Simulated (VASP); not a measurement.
Pt, 1 atom in the cell. The structure is tetragonal, space group I4/mmm (No. 139). The conventional cell has a = 3.168 Å, b = 3.168 Å, c = 3.216 Å, α = 90.00°, β = 90.00°, γ = 90.00°. Pt (site symmetry 4/mmm) has 14 Pt at 2.76 to 3.22 Å within 3.6 Å.  This cell differs from its parent crystal: strain +0.000 along x and y, +0.015 along z.

* Program: VASP 6.6.1
* Task: single point
* Functional: r2SCAN
* Potentials or basis: VASP PAW PBE potentials, release 64 (Pt)
* Cutoff: 520 eV
* k mesh: 22 × 22 × 22
* Occupations: gaussian, width 0.15 eV
* Spin: no spin polarisation
* Dipole correction: no
* Further INCAR settings: ALGO = Normal; EDIFF = 1e-06; NBANDS = 11

Potentials or basis: VASP PAW PBE potentials, release 64 (Pt).

Launch:

```bash
$ cat potpaw_PBE.64/Pt/POTCAR > POTCAR
$ cp INCAR.step1 INCAR
$ mpirun -np 1 vasp_std > vasp.out
$ cp INCAR.step2 INCAR
$ mpirun -np 1 vasp_std > vasp.out
```

Hardware: 1 thread of Intel Xeon 8259CL (shared host).

Q: How long does it take, and how much memory?

A: Wall time 7.1 min on 1 thread of Intel Xeon 8259CL (shared host), peak memory 0.28 GiB. Counts: k points 834.
